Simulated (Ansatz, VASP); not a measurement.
# Pd in VASP and in Ansatz

```
CELL_PARAMETERS angstrom
0.00000 2.02436 1.94650
2.02436 0.00000 1.94650
2.02436 2.02436 0.00000
ATOMIC_POSITIONS crystal
Pd 0.00000 0.00000 0.00000
```

Alike in both runs: functional PBE; k mesh 10 × 10 × 10; occupations fermi-dirac, width 0.05 eV; no spin polarisation.

```csv
,VASP,Ansatz
version,VASP 6.6.1,Ansatz 0.2.0
potentials or method,"VASP PAW PBE potentials, release 64 (Pd)",Ansatz PAW
plane-wave cutoff (eV),520,420
valence electrons in the cell,10,18
task,single point,band structure
```

|  | VASP | Ansatz | Ansatz less VASP |
| --- | --- | --- | --- |
| gap on the k mesh at the Fermi level (eV) | none | none | - |
| pressure (GPa) | -6.4 | -6.2 | +0.24 |
| traceless stress, the component that is largest in VASP (GPa) | 0.99 | 0.99 | +0.006 |

A gap of «none» marks a metal or a gap that the smearing closes. With one functional, cell and mesh, what is left measures potentials, basis and numerics. VASP's potentials hold 10 valence electrons a cell and Ansatz's 18, so a difference there can come from the potentials and not from the codes.
